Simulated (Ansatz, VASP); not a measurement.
## NaCl: VASP beside Ansatz

```
Na Cl
1.0
    -0.01400    2.79395    2.79395
     2.79395   -0.01400    2.79395
     2.79395    2.79395   -0.01400
Na Cl
1 1
Direct
  0.00000 0.00000 0.00000
  0.50000 0.50000 0.50000
```

Change from the starting cell: equal xy, yz and zx engineering shears of -0.5 %.

Alike in both runs: functional PBEsol; k mesh 8 × 8 × 8; no spin polarisation.

Ansatz relaxed the structure, and its values are those at the end. VASP's run is a single point on that final structure, the one shown.

```csv
,VASP,Ansatz
version,VASP 6.6.1,Ansatz 0.2.0
potentials or method,"VASP PAW PBE potentials, release 64 (Na_pv, Cl), cutoff 520 eV","all-electron LAPW, scalar-relativistic"
occupations,"gaussian, width 0.01 eV",fixed
```

|  | VASP | Ansatz | Ansatz less VASP |
| --- | --- | --- | --- |
| gap on the k mesh at the Fermi level (eV) | 4.99 | 4.99 | +0.004 |
| pressure (GPa) | 0.0 | 0.0 | -0.01 |

VASP's potentials were made for PBE, not for PBEsol. Ansatz ran all-electron here, and VASP with PAW potentials.
